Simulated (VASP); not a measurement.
# HC32 (a cell with a defect) in VASP: single point with PBE+D3(BJ)

Aim: the single point of HC32 (a cell with a defect) with PBE+D3(BJ).

Everything below comes from runs of VASP 6.6.1. Logs are shortened: lines on timing, memory, paths and dates and some standing lists are left out, and cuts for length are marked.

## (1) The cell of the first run

The cell holds a defect, 33 atoms: a = 7.135 Å, b = 7.433 Å, c = 7.433 Å, α = 70.11°, β = 61.32°, γ = 61.32°.

## (2) Single point, PBE+D3(BJ)

Input file INCAR:

```
SYSTEM = HC32
ALGO     = Normal         ! electronic algorithm
EDIFF    = 1E-6           ! SCF threshold, eV
ENCUT    = 520            ! plane-wave cutoff, eV
GGA      = PE             ! functional
ISIF     = 2              ! what is computed and relaxed
ISMEAR   = 0              ! smearing method
IVDW     = 12             ! dispersion correction
LASPH    = .TRUE.         ! aspherical terms in the spheres
LCHARG   = .FALSE.        ! write CHGCAR
LREAL    = Auto         
LWAVE    = .FALSE.        ! write WAVECAR
NBANDS   = 86             ! bands
NELM     = 60             ! most SCF steps
PREC     = Accurate       ! precision mode
SIGMA    = 0.1            ! smearing width, eV
```

Input file KPOINTS:

```
k-points
0
G
  4 4 4
  0 0 0
```

Input file POSCAR:

```
HC32
1.0
    0.0000000000      0.0000000000      7.1348525476
   -4.9294762873      4.2690516923      3.5674262738
   -4.9294762874     -4.2690516922      3.5674262738
C H
32 1
Direct
    0.3816770764      0.5416612718      0.7084966843
    0.8692360447      0.5408517952      0.7088827894
    0.2574927335      0.9171052283      0.5833306332
    0.7424627223      0.9181434911      0.5831163930
    0.1288724292      0.2919983701      0.4579944861
    0.6219543782      0.2927833219      0.4572095342
    0.0042204601      0.6669947702      0.3344408209
    0.4946456680      0.6678833007      0.3337531232
    0.3689788309      0.0411100668      0.2091410609
    0.8818407121      0.0414966089      0.2083315529
    0.2556638959      0.4155522694      0.0829978517
    0.7462878729      0.4162401858      0.0821093055
    0.1533595800      0.7914650686      0.9585279321
    0.5712130500      0.7915809651      0.9584112242
    1.0079351690      0.1666622748      0.8328875176
    0.4937301608      0.1668761950      0.8318491691
    0.4992438968      0.3338516913      0.6659123227
    0.0027756809      0.3330847499      0.6664131101
    0.3803316699      0.7088891483      0.5419124867
    0.8698100498      0.7085390141      0.5413185044
    0.2522813855      0.0835796289      0.4169082233
    0.7490143539      0.0840805335      0.4161411648
    0.1306065539      0.4581475803      0.2918450730
    0.6191531604      0.4586969997      0.2912956536
    0.4833926124      0.8343248445      0.1703776252
    0.0122514060      0.8339009517      0.1679249446
    0.3696756926      0.2086742660      0.0414535220
    0.8811392261      0.2080805880      0.0411036921
    0.2640855583      0.5820679634      0.9160917942
    0.7381000757      0.5796154157      0.9156675658
    0.1398223309      0.9590354375      0.7909573603
    0.6091069342      0.9614482998      0.7885440923
    0.3975549043     -0.2096136948     -0.0403854792
```

Potentials or basis: VASP PAW PBE potentials, release 64 (C, H).

Started as:

```sh
cat potpaw_PBE.64/C/POTCAR potpaw_PBE.64/H/POTCAR > POTCAR
mpirun -np 1 vasp_std > vasp.out
```

OUTCAR:

```text
SYSTEM = HC32
   EDIFF = 1E-6
   ENCUT = 520
   GGA = PE
   ISIF = 2
   ISMEAR = 0
   IVDW = 12
   LASPH = .TRUE.
   LREAL = Auto
   NELM = 60
   PREC = Accurate
 IVDW          = 12

 ion  position               nearest neighbor table
   1  0.382  0.542  0.708-  29 1.42  17 1.42  19 1.43
   2  0.869  0.541  0.709-  30 1.41  18 1.42  20 1.43
   3  0.257  0.917  0.583-  31 1.42  21 1.42  19 1.42
   4  0.742  0.918  0.583-  32 1.41  22 1.42  20 1.43
   5  0.129  0.292  0.458-  23 1.42  18 1.42  21 1.42
   6  0.622  0.293  0.457-  24 1.42  22 1.42  17 1.42
   7  0.004  0.667  0.334-  20 1.42  26 1.42  23 1.43
   8  0.495  0.668  0.334-  25 1.41  19 1.42  24 1.43
   9  0.369  0.041  0.209-  25 1.41  21 1.42  27 1.43
  10  0.882  0.041  0.208-  26 1.42  22 1.42  28 1.43
  11  0.256  0.416  0.083-  27 1.42  29 1.42  23 1.43
  12  0.746  0.416  0.082-  30 1.41  28 1.42  24 1.43
  13  0.153  0.791  0.959-  31 1.43  26 1.44  29 1.44
  14  0.571  0.792  0.958-  33 1.24  32 1.48  30 1.48  25 1.48
  15  0.008  0.167  0.833-  31 1.42  18 1.42  28 1.42
  16  0.494  0.167  0.832-  32 1.41  17 1.42  27 1.43
  17  0.499  0.334  0.666-  16 1.42   1 1.42   6 1.42
  18  0.003  0.333  0.666-  15 1.42   5 1.42   2 1.42
  19  0.380  0.709  0.542-   3 1.42   8 1.42   1 1.43
  20  0.870  0.709  0.541-   7 1.42   2 1.43   4 1.43
[... 10 lines left out ...]
  31  0.140  0.959  0.791-   3 1.42  15 1.42  13 1.43
  32  0.609  0.961  0.789-   4 1.41  16 1.41  14 1.48
  33  0.398  0.790  0.960-  14 1.24

  LATTYP: Found a body centered orthorhombic cell.
 ALAT       =     7.1348525476
 B/A-ratio  =     1.1966755203
 C/A-ratio  =     1.3818018675

  Lattice vectors:

 A1 = (   4.9294762873,  -4.2690516923,  -3.5674262738)
 A2 = (   4.9294762874,   4.2690516922,   3.5674262738)
 A3 = (  -4.9294762874,  -4.2690516922,   3.5674262738)

Analysis of symmetry for initial positions (statically):
=====================================================================
 Subroutine PRICEL returns:
 Original cell was already a primitive cell.

 Routine SETGRP: Setting up the symmetry group for a
 body centered orthorhombic supercell.

 Subroutine GETGRP returns: Found  1 space group operations
 (whereof  1 operations were pure point group operations)
 out of a pool of  8 trial point group operations.

The static configuration has the point symmetry C_1 .

Analysis of symmetry for dynamics (positions and initial velocities):
=====================================================================
 Subroutine PRICEL returns:
 Original cell was already a primitive cell.

 Routine SETGRP: Setting up the symmetry group for a
 body centered orthorhombic supercell.

[... 174 lines left out ...]
   POTIM  = 0.5000    time-step for ionic-motion
   TEBEG  =    0.0;   TEEND  =   0.0 temperature during run
   PSTRESS=    0.0 pullay stress
   NELECT =     129.0000    total number of electrons
   NUPDOWN=      -1.0000    fix difference up-down
   EMIN   =  10.00;   EMAX   =-10.00  energy-range for DOS
   EFERMI =   0.00;   METHOD = LEGACY
   ISMEAR =     0;   SIGMA  =   0.10  broadening in eV -4-tet -1-fermi 0-gaus
   EFERMI_NEDOS =   21; number of points for ismear=-14 and -15
   IALGO  =     38    algorithm
   IMIX   =      4    mixing-type and parameters
     AMIX     =   0.40;   BMIX     =  1.00
     AMIX_MAG =   1.60;   BMIX_MAG =  1.00
  volume/ion in A,a.u.               =       9.10        61.41
  Fermi-wavevector in a.u.,A,eV,Ry     =   1.235252  2.334288 20.760426  1.525848
  Thomas-Fermi vector in A             =   2.369909
   LORBIT       =      0    0 simple, 1 ext, 2 COOP (PROOUT), +10 PAW based schemes
   GGA     = PE    functional components
   LHFCALC =     F    Hartree Fock is set to
   AEXX    =    0.0000 exact exchange contribution
   IVDW    =    12    specifies the selected vdW correction
   LEPSILON=     F    determine dielectric tensor
   LRPA    =     F    only Hartree local field effects (RPA)
 non-spin polarized calculation
 Gauss-broadening in eV      SIGMA  =   0.10
  energy-cutoff  :      520.00
  volume of cell :      300.29
 maximum number of plane-waves:      8118
 NGX is ok and might be reduce to    54
   NGX = 27   NGY = 27   NGZ = 27

 number of electron     128.9999990 magnetization

 Free energy of the ion-electron system (eV)
  ---------------------------------------------------
  ext. energy  EPLUGINS =         0.00000000
  ---------------------------------------------------
  free energy    TOTEN  =      -296.53942406 eV

  energy without entropy =     -296.51999379  energy(sigma->0) =     -296.52970892

 E-fermi :   4.3420     XC(G=0):  -9.9437

 val. band max:        4.3148326150   @ k =   0.0000  -0.2500   0.5000
 cond. band min:       4.3459071281   @ k =   0.5000   0.5000   0.5000
 fundamental gap:      0.0310745131
 Fermi energy:         4.3420098165

 k-point     1 :       0.0000    0.0000    0.0000
  band No.  band energies     occupation
      1     -15.3944      2.00000
      2     -14.0817      2.00000
      3     -14.0640      2.00000
      4     -13.7262      2.00000
      5     -13.6930      2.00000
      6     -12.9163      2.00000
[... 1885 lines left out ...]
     75       9.7726      0.00000
     76      10.4486      0.00000

 [... further k-points ...]

 [bands above 76 left out]

------------------------ aborting loop because EDIFF is reached ----------------------------------------

 Edisp (eV)   -4.74557

 E8    (eV) :    -1.3292

  FORCE on cell =-STRESS in cart. coord.  units (eV):
  Direction    XX          YY          ZZ          XY          YZ          ZX
  --------------------------------------------------------------------------------------
  -------------------------------------------------------------------------------------
  Total       3.44544     3.34068    -1.31428    -0.00863    -0.01596    -0.00204
  in kB      18.38267    17.82374    -7.01217    -0.04606    -0.08513    -0.01091
  external pressure =        9.73 kB  Pullay stress =        0.00 kB

 VOLUME and BASIS-vectors are now :
 -----------------------------------------------------------------------------
  energy-cutoff  :      520.00
  volume of cell :      300.29
      direct lattice vectors                 reciprocal lattice vectors
     0.000000000  0.000000000  7.134852548     0.101430653 -0.000000000  0.140157066
    -4.929476287  4.269051692  3.567426274    -0.101430653  0.117122030  0.000000000
    -4.929476287 -4.269051692  3.567426274    -0.101430653 -0.117122030  0.000000000

 POSITION                                       TOTAL-FORCE (eV/Angst)
 -----------------------------------------------------------------------------------
     -6.16262     -0.71223      7.18306        -0.012364      0.024880      0.013381
     -6.16054     -0.71733     10.66021        -0.011654     -0.002542      0.026453
     -7.39636      1.42490      7.18987         0.020172     -0.010871      0.013373
     -7.40042      1.43025     10.65300        -0.009264      0.010960      0.027271
     -3.69707     -0.70865      3.59503        -0.001811     -0.015975      0.018248
     -3.69707     -0.70194      7.11310        -0.000815      0.045138      0.016400
[... 25 lines left out ...]
     -8.62655      0.73814     10.58886         0.003371      0.107139     -0.004214
     -8.62659     -0.72244      9.07949         0.000281      0.005667      1.271001
 -----------------------------------------------------------------------------------
    total drift:                               -0.002864      0.003702     -0.002327

  FREE ENERGIE OF THE ION-ELECTRON SYSTEM (eV)
  ---------------------------------------------------
  free  energy   TOTEN  =      -301.2849939738 eV

  energy  without entropy=     -301.2655637065  energy(sigma->0) =     -301.27527884
```

OSZICAR:

```text
N       E                     dE             d eps       ncg     rms          rms(c)
DAV:   1     0.568935712762E+03    0.56894E+03   -0.65141E+04  6192   0.139E+03
DAV:   2    -0.260652641441E+03   -0.82959E+03   -0.78675E+03  7724   0.300E+02
DAV:   3    -0.314719581217E+03   -0.54067E+02   -0.53386E+02  7448   0.762E+01
DAV:   4    -0.315890306872E+03   -0.11707E+01   -0.11676E+01  7952   0.120E+01
DAV:   5    -0.315927484898E+03   -0.37178E-01   -0.37151E-01  7976   0.198E+00    0.253E+01
DAV:   6    -0.301146977978E+03    0.14781E+02   -0.15214E+01  7168   0.109E+01    0.148E+01
DAV:   7    -0.296459195485E+03    0.46878E+01   -0.16726E+01  7200   0.114E+01    0.409E+00
DAV:   8    -0.296529616352E+03   -0.70421E-01   -0.48726E-01  6986   0.213E+00    0.601E-01
DAV:   9    -0.296537022865E+03   -0.74065E-02   -0.24451E-02  7682   0.527E-01    0.165E-01
DAV:  10    -0.296538767427E+03   -0.17446E-02   -0.23428E-03  7382   0.166E-01    0.634E-02
DAV:  11    -0.296539310801E+03   -0.54337E-03   -0.47343E-04  7218   0.762E-02    0.285E-02
DAV:  12    -0.296539416898E+03   -0.10610E-03   -0.10631E-04  7224   0.367E-02    0.814E-03
DAV:  13    -0.296539423425E+03   -0.65269E-05   -0.12292E-05  7290   0.126E-02    0.309E-03
DAV:  14    -0.296539424057E+03   -0.63259E-06   -0.10386E-06  5040   0.387E-03
   1 F= -.30128499E+03 E0= -.30127528E+03  d E =-.194303E-01
```

stdout:

```text
POSCAR found type information on POSCAR C H
 POSCAR found :  2 types and      33 ions
 scaLAPACK will be used
 LDA part: xc-table for (Slater+PW92), standard interpolation
 POSCAR, INCAR and KPOINTS ok, starting setup
 FFT: planning ... GRIDC
 FFT: planning ... GRID_SOFT
 FFT: planning ... GRID
 WAVECAR not read
 entering main loop
```

It took 41 min on 1 thread of Intel Xeon 8259CL, shared host; peak memory 0.76 GiB.

What came out:

* Free energy: -301.2850 eV
* Pressure: 1.0 GPa
* Largest force: 1.271 eV/Å
* Band gap on the k mesh: zero (an odd number of electrons rules out a gap without spin polarisation)
* Dispersion energy per atom: -0.144 eV

Forces on the atoms (eV/Å):
```
C   -0.012  0.025  0.013
C   -0.012 -0.003  0.026
C    0.020 -0.011  0.013
C   -0.009  0.011  0.027
C   -0.002 -0.016  0.018
C   -0.001  0.045  0.016
C   -0.007 -0.019  0.007
C    0.013  0.050  0.003
C    0.007 -0.004  0.026
C    0.016  0.026  0.014
C    0.007 -0.020 -0.002
C   -0.011  0.048  0.012
C    0.002  0.010 -0.755
C   -0.001  0.001 -0.729
C   -0.020 -0.006  0.014
C    0.015  0.011  0.017
C   -0.008  0.019  0.046
C    0.013 -0.026  0.047
C   -0.027 -0.023  0.016
C    0.021  0.007  0.005
C   -0.015 -0.034  0.046
C    0.001  0.010  0.045
C    0.001 -0.025 -0.009
C   -0.002 -0.012 -0.018
C   -0.092 -0.057  0.002
C    0.047  0.024 -0.066
C   -0.025  0.008  0.005
C    0.029 -0.026  0.015
C   -0.048  0.025 -0.059
C    0.091 -0.056 -0.006
C    0.003 -0.098 -0.060
C    0.003  0.107 -0.004
H    0.000  0.006  1.271
```

Caveat: an odd number of electrons without spin polarisation forces a metal; a magnetic or distorted state may lie lower.

The gap in the log of VASP goes by the Fermi energy; the results here count the filled bands.